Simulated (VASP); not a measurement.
# InGa2As3: single point with PBEsol

The system is InGa2As3.

```
CELL_PARAMETERS angstrom
6.13110 -3.54100 0.00000
6.13110 3.54100 0.00000
0.00000 0.00000 6.72466
ATOMIC_POSITIONS crystal
In 0.32863 0.67137 0.99430
In 0.67137 0.32863 0.49430
Ga 0.00582 0.33277 0.99388
Ga 0.66723 0.99418 0.99388
Ga 0.99418 0.66723 0.49388
Ga 0.33277 0.00582 0.49388
As 0.01766 0.33413 0.36038
As 0.66587 0.98234 0.36038
As 0.98234 0.66587 0.86038
As 0.33413 0.01766 0.86038
As 0.31475 0.68525 0.38520
As 0.68525 0.31475 0.88520
```

| Item | Value |
| --- | --- |
| Program | VASP 6.6.1 |
| Task | single point |
| Functional | PBEsol |
| Potentials or basis | VASP PAW PBE potentials, release 64 (In_d, Ga_d, As) |
| Cutoff | 520 eV |
| k mesh | 6 × 6 × 6 |
| Occupations | gaussian, width 0.01 eV |
| Spin | no spin polarisation |
| Dipole correction | no |
| Further INCAR settings | ALGO = Normal; EDIFF = 1e-07; NBANDS = 66 |

| Quantity | Value |
| --- | --- |
| Pressure | 0.1 GPa |
| Largest force | 0.003 eV/Å |
| Band gap on the k mesh | 0.15 eV |

Forces in eV/Å, atoms in the order of the input:
```
In   0.000  0.000  0.001
In   0.000  0.000  0.001
Ga   0.001  0.000 -0.002
Ga  -0.001  0.000 -0.002
Ga  -0.001  0.000 -0.002
Ga   0.001  0.000 -0.002
As  -0.002  0.001  0.002
As   0.002  0.001  0.002
As   0.002 -0.001  0.002
As  -0.002 -0.001  0.002
As   0.000 -0.002 -0.001
As   0.000  0.002 -0.001
```

Levels at points of the mesh, in eV from the valence-band top:
```csv
k point,band 50,band 51,band 52,band 53,band 54,band 55,band 56,band 57,band 58,band 59
"(0.00, 0.00, 0.00)",-1.17,-1.16,-0.18,-0.01,0.00,0.15,0.62,2.21,2.23,3.50
"(0.50, 0.00, 0.00)",-1.30,-1.20,-1.17,-1.11,-1.06,1.29,2.11,2.55,2.71,2.83
"(0.50, 0.50, 0.00)",-1.34,-1.27,-1.17,-1.08,-0.98,1.30,2.11,2.44,2.72,2.86
"(0.00, 0.00, 0.50)",-1.43,-0.67,-0.67,-0.66,-0.66,1.31,1.31,1.84,1.84,2.17
"(0.50, 0.00, 0.50)",-2.06,-1.84,-1.84,-1.74,-1.74,1.25,1.25,2.57,2.57,2.76
"(0.50, 0.50, 0.50)",-2.10,-1.87,-1.87,-1.78,-1.78,1.26,1.26,2.58,2.58,2.71
```

It took 26 min on 4 MPI ranks on AMD EPYC 7571, with other jobs on the host, peak memory 0.93 GiB a rank.

Caveat: semilocal functionals underestimate gaps, and a narrow one can read as zero; the PAW data sets were made with another functional, which shifts forces and pressure a little; spin-orbit coupling is left out, which moves the levels of the heavy elements.
